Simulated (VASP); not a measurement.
Write the native input for VASP 6.6.1 that does the following.

* Task: single point
* Functional: LDA
* Potentials or basis: VASP PAW LDA potentials, release 64 (Mg, Au)
* Cutoff: 600 eV
* k mesh: 7 × 7 × 7
* Occupations: fermi-dirac, width 0.0816 eV
* Spin: no spin polarisation
* Dipole correction: no
* Further INCAR settings: ALGO = Normal; EDIFF = 1e-06; NBANDS = 21

The structure of MgAu lies in POSCAR:

```
MgAu
1.0
    0.0000000000      3.2590000000      3.2590000000
    3.2590000000      0.0000000000      3.2590000000
    3.2590000000      3.2590000000      0.0000000000
Mg Au
2 2
Direct
    0.2500000000      0.2500000000      0.2500000000
    0.7500000000      0.7500000000      0.7500000000
    0.0000000000      0.0000000000      0.0000000000
    0.5000000000      0.5000000000      0.5000000000
```

These files were run (other wordings do the same):

INCAR

```
PREC     = Accurate       # precision mode
ENCUT    = 600            # plane-wave cutoff, eV
EDIFF    = 1E-6           # SCF threshold, eV
ISMEAR   = -1             # smearing method
SIGMA    = 0.0816         # smearing width, eV
LREAL    = F              # projectors in reciprocal space
LASPH    = T              # aspherical terms in the spheres
NELM     = 120            # most SCF steps
ALGO     = Normal         # electronic algorithm
ISIF     = 2              # what is computed and relaxed
LWAVE    = F              # write WAVECAR
LCHARG   = F              # write CHGCAR
NBANDS   = 21             # bands
GGA_COMPAT= F
```

KPOINTS

```
Automatic mesh
0
Gamma
  7 7 7
```

Potentials or basis: VASP PAW LDA potentials, release 64 (Mg, Au).

Run with:

```console
$ cat potpaw_LDA.64/Mg/POTCAR potpaw_LDA.64/Au/POTCAR > POTCAR
$ mpirun -np 1 vasp_std > vasp.out
```

It gave:

- Pressure: -3.7 GPa
- Band gap on the k mesh: zero (bands 13 and 14 overlap by 4.42 eV)

Caveat: the cell stands under tension; spin-orbit coupling is left out, which moves the levels of the heavy elements.

Run time: 13 s on 1 thread of Intel(R) Xeon(R) 6975P-C (Granite Rapids) (shared host), peak memory 0.21 GiB.
